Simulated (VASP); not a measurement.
Se: single point with revPBE

The system is Se.

```xyz
1
Lattice="-1.7753 1.7753 1.7753 1.7753 -1.7753 1.7753 1.7753 1.7753 -1.7753" Properties=species:S:1:pos:R:3 pbc="T T T"
Se    0.0000    0.0000    0.0000
```

This cell differs from its parent crystal: volume scaled by 1.08.

| Property | Result |
| --- | --- |
| Program | VASP 6.6.1 |
| Task | single point |
| Functional | revPBE |
| Potentials or basis | VASP PAW PBE potentials, release 64 (Se) |
| Cutoff | 520 eV |
| k mesh | 14 × 14 × 14 |
| Occupations | fermi-dirac, width 0.1 eV |
| Spin | no spin polarisation |

```
Pressure               : -4.1 GPa
Band gap on the k mesh : zero (band 3 reaches 6.95 eV, above the bottom of band 4 at 1.58 eV)
```

Levels at points of the mesh, in eV from the Fermi level:
```csv
k point,band 1,band 2,band 3,band 4,band 5,band 6
"(0.00, 0.00, 0.00)",-15.27,2.54,2.54,2.54,10.05,12.20
"(0.50, 0.00, 0.00)",-12.41,-5.83,0.01,1.89,6.91,8.47
"(0.50, 0.50, 0.50)",-10.51,-2.83,-2.83,-2.83,4.58,4.58
```

Wall time 6 s on 1 thread of Intel(R) Xeon(R) Platinum 8559C (Emerald Rapids) (shared host), peak memory 0.14 GiB.

Caveat: the PAW data sets were made with another functional, which shifts forces and pressure a little.
